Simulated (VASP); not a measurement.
A run of VASP 6.6.1 is set up as follows.

POSCAR

```
Ni
1.0
    3.7749555044      0.0000000000      0.0000000000
   -1.8874777522      3.2692073650      0.0000000000
    0.0000000000      0.0000000000      2.2681094610
Ni
3
Direct
    1.0000000000      0.0000000000      0.0000000000
    0.3333333333      0.6666666667      0.5000000000
    0.6666666667      0.3333333333      0.5000000000
```

Contents of INCAR.step1:

```
  PREC = Accurate
  ENCUT = 520
  ISMEAR = -1
  SIGMA = 0.1
  LREAL = F
  LASPH = T
  NELM = 100
  NBANDS = 22
  GGA = PE
  ALGO = Normal
  EDIFF = 1E-4
  LWAVE = T
  LCHARG = F
```

File INCAR.step2:

```
  PREC = Accurate
  ENCUT = 520
  EDIFF = 1E-6
  ISMEAR = -1
  SIGMA = 0.1
  LREAL = F
  LASPH = T
  NELM = 100
  ALGO = Normal
  ISIF = 2
  LWAVE = F
  LCHARG = F
  METAGGA = R2SCAN
  LMIXTAU = T
  NBANDS = 22
  ISTART = 1
```

Contents of KPOINTS:

```
regular mesh
0
Gamma
  10 10 15
```

Potentials or basis: VASP PAW PBE potentials, release 64 (Ni).

Command:

```sh
$ cat potpaw_PBE.64/Ni/POTCAR > POTCAR
$ cp INCAR.step1 INCAR
$ mpirun -np 1 vasp_std > vasp.out
$ cp INCAR.step2 INCAR
$ mpirun -np 1 vasp_std > vasp.out
```

Question: Predict the band gap on the k mesh.

Answer: Zero (bands 15 and 16 overlap by 0.85 eV).

Question: Predict the pressure.

Answer: 38.4 GPa.

Stress tensor (GPa, compression positive):
```
38.94  0.00  0.00
 0.00 38.94  0.00
 0.00  0.00 37.34
```

Caveat: the cell stands under pressure; the PAW data sets were made with another functional, which shifts forces and pressure a little; the run has no spin polarisation, though such a crystal can be magnetic. Spin polarisation is off, so any magnetic state and its effect on volume and gap are missing.
